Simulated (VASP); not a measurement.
Fe, 1 atom in the cell. Symmetry: Im-3m, No. 229, cubic system. The conventional cell has a = 2.866 Å, b = 2.866 Å, c = 2.866 Å, α = 90.00°, β = 90.00°, γ = 90.00°. Within 3.3 Å of Fe (site symmetry m-3m) lie 14 Fe at 2.48 to 2.87 Å. 

```yaml
Program: VASP 6.6.1
Task: single point
Functional: LDA
Potentials_or_basis: VASP PAW LDA potentials, release 64 (Fe)
Cutoff: 600 eV
k_mesh: 12 × 12 × 12
Occupations: fermi-dirac, width 0.1 eV
Spin: collinear spin, ferromagnetic start
Starting_moments: "[2.2] μB"
Dipole_correction: no
Further_INCAR_settings: ALGO = Normal; EDIFF = 1e-06; NBANDS = 14
```

Potentials or basis: VASP PAW LDA potentials, release 64 (Fe).

Run with:

```sh
$ cat potpaw_LDA.64/Fe/POTCAR > POTCAR
$ mpirun -np 1 vasp_std > vasp.out
```

Hardware: 1 thread of Intel(R) Xeon(R) Platinum 8259CL CPU @ 2.50GHz (Skylake/Cascade Lake), on a shared host.

Task: How long does it take, and how much memory?

Result: Wall time 22 s on 1 thread of Intel(R) Xeon(R) Platinum 8259CL CPU @ 2.50GHz (Skylake/Cascade Lake) (shared host), peak memory 0.14 GiB. Counts: scf iterations 14, k points 72.
